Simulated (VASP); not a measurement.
Here is a VASP 6.6.1 calculation.

File INCAR:

```
PREC = Accurate
ENCUT = 600
EDIFF = 1E-6
ISMEAR = 0
SIGMA = 0.01
LREAL = F
LASPH = T
NELM = 100
ALGO = Normal
ISIF = 3
LWAVE = F
LCHARG = F
GGA = PE
IBRION = 2
NSW = 80
EDIFFG = -0.03
PSTRESS = 100.0
```

KPOINTS

```
regular mesh
0
Gamma
  8 8 8
```

Contents of POSCAR:

```
AlN
1.0
    0.0000000000      2.1839935600      2.1839935600
    2.1839935600      0.0000000000      2.1839935600
    2.1839935600      2.1839935600      0.0000000000
Al N
1 1
Direct
    0.0000000000      0.0000000000      0.0000000000
    0.7500000000      0.7500000000      0.7500000000
```

Potentials or basis: VASP PAW PBE potentials, release 64 (Al, N).

The run is started by

```console
$ cat potpaw_PBE.64/Al/POTCAR potpaw_PBE.64/N/POTCAR > POTCAR
$ mpirun -np 1 vasp_std > vasp.out
```

**Question.** Predict the band gap on the k mesh.

**Answer.** 3.33 eV, indirect (least direct gap 4.42 eV).

**Question.** Estimate the relaxed volume.

**Answer.** 10.16 Å³/atom.

**Question.** What does it give for the space group after relaxing (to 0.05 Å)?

**Answer.** F-43m (No. 216).

**Question.** Estimate the relaxed cell.

**Answer.** a = 3.063 Å, b = 3.063 Å, c = 3.063 Å, α = 60.00°, β = 60.00°, γ = 60.00°.

Step by step:
```tsv
step	energy change (eV)	largest force (eV/Å)	pressure (GPa)	volume (Å³)
1	0.0000	0.0000	4.47	20.83
2	0.0688	0.0000	16.78	19.77
3	0.0229	0.0000	9.97	20.32
```

Caveat: the cell is relaxed towards a set pressure, so the enthalpy falls and the energy may rise. Expect the measured gap to be larger: semilocal functionals such as PBE lack the derivative discontinuity.
